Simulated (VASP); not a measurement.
BeTe6, 7 atoms in the cell. It takes space group P-42m (No. 111, tetragonal). The conventional cell has a = 7.502 Å, b = 7.502 Å, c = 4.521 Å, α = 90.00°, β = 90.00°, γ = 90.00°. Within 3.2 Å of Be (site symmetry -42m) lie 4 Te at 2.46 Å. Within 3.3 Å of Te (site symmetry m) lie 1 Be at 2.46 Å and 4 Te at 3.10 to 3.22 Å. Within 4.2 Å of Te (site symmetry 222) lie 8 Te at 3.10 to 4.10 Å and 2 Be at 3.75 Å. 

```yaml
Program: VASP 6.6.1
Task: relaxation of cell and atoms
Functional: PBE
Potentials_or_basis: VASP PAW PBE potentials, release 64 (Be, Te)
Cutoff: 600 eV
k_mesh: 4 × 4 × 8
Occupations: gaussian, width 0.1 eV
Spin: no spin polarisation
Dipole_correction: no
Further_INCAR_settings: ALGO = Normal; EDIFF = 1e-07; IBRION = 2; EDIFFG = -0.001; NSW = 80; ISIF = 3
```

Potentials or basis: VASP PAW PBE potentials, release 64 (Be, Te).

Launch:

```bash
$ cat potpaw_PBE.64/Be/POTCAR potpaw_PBE.64/Te/POTCAR > POTCAR
$ mpirun -np 1 vasp_std > vasp.out
```

Hardware: 1 thread of Intel(R) Xeon(R) Platinum 8259CL CPU @ 2.50GHz (Skylake/Cascade Lake), with other jobs on the host.

**Question.** How long does it take, and how much memory?

**Answer.** Run time: 19 min on 1 thread of Intel(R) Xeon(R) Platinum 8259CL CPU @ 2.50GHz (Skylake/Cascade Lake), on a shared host, peak memory 0.48 GiB. Counts: scf iterations 76, k points 30, ion steps 13.
